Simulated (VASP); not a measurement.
# LaF4 (I4/m) in VASP: single point with PBE

Aim: the single point of LaF4 with PBE.

Everything below comes from runs of VASP 6.6.1. Logs are shortened: lines on timing, memory, paths and dates and some standing lists are left out, and cuts for length are marked.

### 1 The cell of the first run

It takes space group I4/m (No. 87, tetragonal). Conventional cell: a = 6.032 Å, b = 6.032 Å, c = 3.733 Å, α = 90.00°, β = 90.00°, γ = 90.00°. Within 3.5 Å of La (site symmetry 4/m) lie 12 F at 2.67 to 2.70 Å. F (site symmetry m) has 3 La at 2.67 to 2.70 Å and 9 F at 2.67 to 2.70 Å within 3.5 Å.

### 2 Single point, PBE

The input, INCAR:

```
ALGO = Normal
EDIFF = 1E-7
ENCUT = 520
GGA = PE
ISIF = 2
ISMEAR = 0
LASPH = True
LCHARG = False
LREAL = False
LWAVE = False
NBANDS = 28
NELM = 80
PREC = Accurate
SIGMA = 0.1
```

The input, KPOINTS:

```
k-points
0
Gamma
  6 6 6
```

The input, POSCAR:

```
LaF4
1.0
   -3.0160879700      3.0160879700      1.8666346600
    3.0160879700     -3.0160879700      1.8666346600
    3.0160879700      3.0160879700     -1.8666346600
La F
1 4
Direct
    0.0000000000      0.0000000000      0.0000000000
    0.4000000100      0.2000000100      0.6000000200
    0.2000000100      0.5999999900      0.8000000000
    0.5999999900      0.7999999900      0.3999999800
    0.7999999900      0.4000000100      0.2000000000
```

Potentials or basis: VASP PAW PBE potentials, release 64 (La, F).

Command:

```
> cat potpaw_PBE.64/La/POTCAR potpaw_PBE.64/F/POTCAR > POTCAR
> mpirun -np 1 vasp_std > vasp.out
```

OUTCAR:

```text
EDIFF = 1E-7
   ENCUT = 520
   GGA = PE
   ISIF = 2
   ISMEAR = 0
   LASPH = True
   LREAL = False
   NELM = 80
   PREC = Accurate

 ion  position               nearest neighbor table
   1  0.000  0.000  0.000-   2 2.67   4 2.67   4 2.67   2 2.67   3 2.67   5 2.67   3 2.67   5 2.67
                             5 2.70   3 2.70   4 2.70   2 2.70
   2  0.400  0.200  0.600-   1 2.67   1 2.67   1 2.70
   3  0.200  0.600  0.800-   1 2.67   1 2.67   1 2.70
   4  0.600  0.800  0.400-   1 2.67   1 2.67   1 2.70
   5  0.800  0.400  0.200-   1 2.67   1 2.67   1 2.70

  LATTYP: Found a body centered tetragonal cell.
 ALAT       =     6.0321759400
 C/A-ratio  =     0.6188926446

  Lattice vectors:

 A1 = (  -3.0160879700,   3.0160879700,   1.8666346600)
 A2 = (   3.0160879700,  -3.0160879700,   1.8666346600)
 A3 = (   3.0160879700,   3.0160879700,  -1.8666346600)

Analysis of symmetry for initial positions (statically):
=====================================================================
 Subroutine PRICEL returns:
 Original cell was already a primitive cell.

 Routine SETGRP: Setting up the symmetry group for a
 body centered tetragonal supercell.

 Subroutine GETGRP returns: Found  8 space group operations
 (whereof  8 operations were pure point group operations)
 out of a pool of 16 trial point group operations.

The static configuration has the point symmetry C_4h.

Analysis of symmetry for dynamics (positions and initial velocities):
=====================================================================
 Subroutine PRICEL returns:
 Original cell was already a primitive cell.

 Routine SETGRP: Setting up the symmetry group for a
 body centered tetragonal supercell.

 Subroutine GETGRP returns: Found  8 space group operations
 (whereof  8 operations were pure point group operations)
 out of a pool of 16 trial point group operations.

The dynamic configuration has the point symmetry C_4h.

 Subroutine INISYM returns: Found  8 space group operations
 (whereof  8 operations are pure point group operations),
 and found     1 'primitive' translations

----------------------------------------------------------------------------------------

                                     Primitive cell

  volume of cell :      67.9215

  direct lattice vectors                    reciprocal lattice vectors
    -3.016087970  3.016087970  1.866634660     0.000000000  0.165777658  0.267861736
     3.016087970 -3.016087970  1.866634660     0.165777658  0.000000000  0.267861736
     3.016087970  3.016087970 -1.866634660     0.165777658  0.165777658  0.000000000

  length of vectors
     4.655952989  4.655952989  4.655952989     0.315011335  0.315011335  0.234445012

  position of ions in fractional coordinates (direct lattice)
     0.000000000  0.000000000  0.000000000
     0.400000010  0.200000010  0.600000020
     0.200000010  0.599999990  0.800000000
     0.599999990  0.799999990  0.399999980
     0.799999990  0.400000010  0.200000000

  ion indices of the primitive-cell ions
   primitive index   ion index
                 1           1
                 2           2
                 3           3
                 4           4
                 5           5

----------------------------------------------------------------------------------------

 KPOINTS: k-points

Automatic generation of k-mesh.
 Grid dimensions read from file:
 generate k-points for:    6    6    6

 Generating k-lattice:

  Cartesian coordinates                     Fractional coordinates (reciprocal lattice)
     0.000000000  0.027629610  0.044643623     0.166666667 -0.000000000  0.000000000
     0.027629610  0.000000000  0.044643623    -0.000000000  0.166666667  0.000000000
     0.027629610  0.027629610  0.000000000     0.000000000  0.000000000  0.166666667

  Length of vectors
     0.052501889  0.052501889  0.039074169

  Shift w.r.t. Gamma in fractional coordinates (k-lattice)
     0.000000000  0.000000000  0.000000000

 Subroutine IBZKPT returns following result:
 ===========================================

 Found     36 irreducible k-points:

 Following reciprocal coordinates:
            Coordinates               Weight
  0.000000  0.000000  0.000000      1.000000
  0.166667  0.000000 -0.000000      8.000000
  0.333333 -0.000000  0.000000      8.000000
  0.500000  0.000000 -0.000000      4.000000
  0.166667  0.166667 -0.000000      8.000000
  0.333333  0.166667  0.000000      8.000000
[... 16 lines left out ...]
 -0.333333  0.333333 -0.166667      4.000000
 -0.166667  0.333333  0.166667      8.000000
 [... further k-points ...]
   k-points           NKPTS =     36   k-points in BZ     NKDIM =     36   number of bands    NBANDS=     28
   number of dos      NEDOS =    301   number of ions     NIONS =      5
   total plane-waves  NPLWV =  46656
   dimension x,y,z NGX =    36 NGY =   36 NGZ =   36
   dimension x,y,z NGXF=    72 NGYF=   72 NGZF=   72
   ions per type =               1   4
   NGX,Y,Z   is equivalent  to a cutoff of  12.85, 12.85, 12.85 a.u.
   NGXF,Y,Z  is equivalent  to a cutoff of  25.71, 25.71, 25.71 a.u.
 SYSTEM =  unknown system
   PREC   = accura    normal or accurate (medium, high low for compatibility)
   ISTART =      0    job   : 0-new  1-cont  2-samecut
   ICHARG =      2    charge: 1-file 2-atom 10-const
   ISPIN  =      1    spin polarized calculation?
   LNONCOLLINEAR =      F non collinear calculations
   LSORBIT =      F    spin-orbit coupling
   LASPH  =      T    aspherical Exc in radial PAW
   ENCUT  =  520.0 eV  38.22 Ry    6.18 a.u.   8.66  8.66  8.66*2*pi/ulx,y,z
   NELM   =     80;   NELMIN=  2; NELMDL= -5     # of ELM steps
   EDIFF  = 0.1E-06   stopping-criterion for ELM
   LREAL  =      F    real-space projection
   EDIFFG = 0.1E-05   stopping-criterion for IOM
   NSW    =      0    number of steps for IOM
   IBRION =     -1    ionic relax: 0-MD 1-quasi-New 2-CG
   NFREE  =      0    steps in history (QN), initial steepest desc. (CG)
   ISIF   =      2    stress and relaxation
   ISYM   =      2    0-nonsym 1-usesym 2-fastsym
   POTIM  = 0.5000    time-step for ionic-motion
   TEBEG  =    0.0;   TEEND  =   0.0 temperature during run
   PSTRESS=    0.0 pullay stress
   NELECT =      39.0000    total number of electrons
   NUPDOWN=      -1.0000    fix difference up-down
   EMIN   =  10.00;   EMAX   =-10.00  energy-range for DOS
   EFERMI =   0.00;   METHOD = LEGACY
   ISMEAR =     0;   SIGMA  =   0.10  broadening in eV -4-tet -1-fermi 0-gaus
   EFERMI_NEDOS =   21; number of points for ismear=-14 and -15
   IALGO  =     38    algorithm
   IMIX   =      4    mixing-type and parameters
     AMIX     =   0.40;   BMIX     =  1.00
     AMIX_MAG =   1.60;   BMIX_MAG =  1.00
  volume/ion in A,a.u.               =      13.58        91.67
  Fermi-wavevector in a.u.,A,eV,Ry     =   1.360694  2.571340 25.191040  1.851489
  Thomas-Fermi vector in A             =   2.487334
   LORBIT       =      0    0 simple, 1 ext, 2 COOP (PROOUT), +10 PAW based schemes
   GGA     = PE    functional components
   LHFCALC =     F    Hartree Fock is set to
   AEXX    =    0.0000 exact exchange contribution
   IVDW    =     0    specifies the selected vdW correction
   LEPSILON=     F    determine dielectric tensor
   LRPA    =     F    only Hartree local field effects (RPA)
 non-spin polarized calculation
 Gauss-broadening in eV      SIGMA  =   0.10
  energy-cutoff  :      520.00
  volume of cell :       67.92
 maximum number of plane-waves:      1844
 NGX is ok and might be reduce to    36
   NGX = 17   NGY = 17   NGZ = 17

 number of electron      38.9999989 magnetization

 Free energy of the ion-electron system (eV)
  ---------------------------------------------------
  ext. energy  EPLUGINS =         0.00000000
  ---------------------------------------------------
  free energy    TOTEN  =       -27.08959946 eV

  energy without entropy =      -27.03954229  energy(sigma->0) =      -27.06457088

 E-fermi :   1.3177     XC(G=0): -10.1755

 val. band max:        1.3095790741   @ k =  -0.1667   0.1667   0.0000
 cond. band min:       1.3189731569   @ k =  -0.3333   0.3333  -0.1667
 fundamental gap:      0.0093940828
 Fermi energy:         1.3177131613

 k-point     1 :       0.0000    0.0000    0.0000
  band No.  band energies     occupation
      1     -28.3172      2.00000
      2     -18.9627      2.00000
      3     -18.2207      2.00000
      4     -18.2207      2.00000
      5     -18.1996      2.00000
      6     -11.6683      2.00000
[... 20 lines left out ...]
     27       6.6670      0.00000
     28       8.1190      0.00000

 k-point     2 :       0.1667    0.0000   -0.0000
  band No.  band energies     occupation
      1     -28.2896      2.00000
      2     -18.9547      2.00000
      3     -18.3045      2.00000
      4     -18.2387      2.00000
      5     -18.1650      2.00000
      6     -11.7167      2.00000
[... 20 lines left out ...]
     27       6.6540      0.00000
     28       8.6655      0.00000

 k-point     3 :       0.3333   -0.0000    0.0000
  band No.  band energies     occupation
      1     -28.2336      2.00000
      2     -18.8782      2.00000
      3     -18.3703      2.00000
      4     -18.3369      2.00000
      5     -18.2137      2.00000
      6     -11.9390      2.00000
[... 20 lines left out ...]
     27       6.6435      0.00000
     28       9.3703      0.00000

 k-point     4 :       0.5000    0.0000   -0.0000
  band No.  band energies     occupation
      1     -28.2053      2.00000
      2     -18.7698      2.00000
      3     -18.4822      2.00000
      4     -18.3588      2.00000
      5     -18.2656      2.00000
      6     -12.0407      2.00000
[... 20 lines left out ...]
     27       6.6672      0.00000
     28       8.9396      0.00000

 k-point     5 :       0.1667    0.1667   -0.0000
  band No.  band energies     occupation
      1     -28.2368      2.00000
      2     -18.8990      2.00000
      3     -18.3618      2.00000
      4     -18.2877      2.00000
      5     -18.2198      2.00000
      6     -11.9145      2.00000
[... 20 lines left out ...]
     27       6.6343      0.00000
     28       9.4123      0.00000

 k-point     6 :       0.3333    0.1667    0.0000
  band No.  band energies     occupation
      1     -28.2053      2.00000
      2     -18.7603      2.00000
      3     -18.4797      2.00000
      4     -18.3933      2.00000
      5     -18.2444      2.00000
      6     -12.0128      2.00000
[... 463 lines left out ...]
      5     -18.1678      2.00000
      6     -11.8693      2.00000
[... 20 lines left out ...]
     27       6.6490      0.00000
     28       9.3802      0.00000

 k-point    22 :      -0.3333    0.3333    0.1667
  band No.  band energies     occupation
      1     -28.2922      2.00000
      2     -18.9430      2.00000
      3     -18.5357      2.00000
      4     -18.2163      2.00000
      5     -18.1123      2.00000
      6     -11.6479      2.00000
[... 20 lines left out ...]
     27       6.6609      0.00000
     28       7.5663      0.00000

 k-point    23 :      -0.3333    0.3333   -0.1667
  band No.  band energies     occupation
      1     -28.2922      2.00000
      2     -18.9504      2.00000
      3     -18.5183      2.00000
      4     -18.2088      2.00000
      5     -18.1304      2.00000
      6     -11.6404      2.00000
[... 20 lines left out ...]
     27       6.6639      0.00000
     28       7.5450      0.00000

 k-point    24 :      -0.1667    0.3333    0.1667
  band No.  band energies     occupation
      1     -28.2709      2.00000
      2     -18.8968      2.00000
      3     -18.4937      2.00000
      4     -18.2768      2.00000
      5     -18.1596      2.00000
      6     -11.7359      2.00000
[... 20 lines left out ...]
     27       6.6518      0.00000
     28       8.2360      0.00000

 [... further k-points ...]

------------------------ aborting loop because EDIFF is reached ----------------------------------------

  FORCE on cell =-STRESS in cart. coord.  units (eV):
  Direction    XX          YY          ZZ          XY          YZ          ZX
  --------------------------------------------------------------------------------------
  -------------------------------------------------------------------------------------
  Total       -4.9948781     -4.9948781     -0.1526722      0.0000004     -0.0000000      0.0000000
  in kB     -117.8224778   -117.8224778     -3.6013320      0.0000092     -0.0000000      0.0000000
  external PRESSURE =     -79.7487625 kB  Pullay stress =       0.0000000 kB

 VOLUME and BASIS-vectors are now :
 -----------------------------------------------------------------------------
  energy-cutoff  :      520.00
  volume of cell :       67.92
      direct lattice vectors                 reciprocal lattice vectors
    -3.016087970  3.016087970  1.866634660     0.000000000  0.165777658  0.267861736
     3.016087970 -3.016087970  1.866634660     0.165777658  0.000000000  0.267861736
     3.016087970  3.016087970 -1.866634660     0.165777658  0.165777658  0.000000000

 POSITION                                       TOTAL-FORCE (eV/Angst)
 -----------------------------------------------------------------------------------
      0.00000      0.00000      0.00000         0.000000     -0.000000      0.000000
      1.20644      2.41287     -0.00000         0.918936     -0.245651      0.000000
      3.61931      1.20644      0.00000         0.245651      0.918936     -0.000000
      1.80965      0.60322      1.86663        -0.918936      0.245651      0.000000
     -0.60322      1.80965      1.86663        -0.245651     -0.918936      0.000000
 -----------------------------------------------------------------------------------
    total drift:                               -0.000000      0.000000      0.000000

  FREE ENERGIE OF THE ION-ELECTRON SYSTEM (eV)
  ---------------------------------------------------
  free  energy   TOTEN  =       -27.0895994639 eV

  energy  without entropy=      -27.0395422940  energy(sigma->0) =      -27.06457088
```

It took 34 s on 1 thread of Intel Xeon 6975P-C (Granite Rapids), shared host; peak memory 0.24 GiB.

Results:

```yaml
Free_energy: -27.0896 eV
Pressure: -8.0 GPa
Largest_force: 0.951 eV/Å
```

Forces in eV/Å, atoms in the order of the input:
```
La   0.000  0.000  0.000
F    0.919 -0.246  0.000
F    0.246  0.919  0.000
F   -0.919  0.246  0.000
F   -0.246 -0.919  0.000
```

Levels at points of the mesh, in eV from the Fermi level:
| k point | band 17 | band 18 | band 19 | band 20 | band 21 | band 22 | band 23 | band 24 |
| --- | --- | --- | --- | --- | --- | --- | --- | --- |
| (0.00, 0.00, 0.00) | -0.95 | 0.07 | 0.12 | 0.12 | 5.16 | 5.16 | 5.19 | 5.21 |
| (0.50, 0.00, 0.00) | -0.44 | -0.24 | -0.13 | -0.06 | 4.93 | 5.18 | 5.19 | 5.19 |
| (0.50, 0.50, 0.00) | -0.56 | -0.52 | -0.47 | 0.06 | 5.10 | 5.16 | 5.17 | 5.25 |
| (0.50, 0.50, 0.50) | -0.71 | -0.69 | -0.69 | -0.21 | 5.14 | 5.15 | 5.15 | 5.31 |

Caveat: spin-orbit coupling is left out, which moves the levels of the heavy elements; an odd number of electrons without spin polarisation forces a metal; a magnetic or distorted state may lie lower.
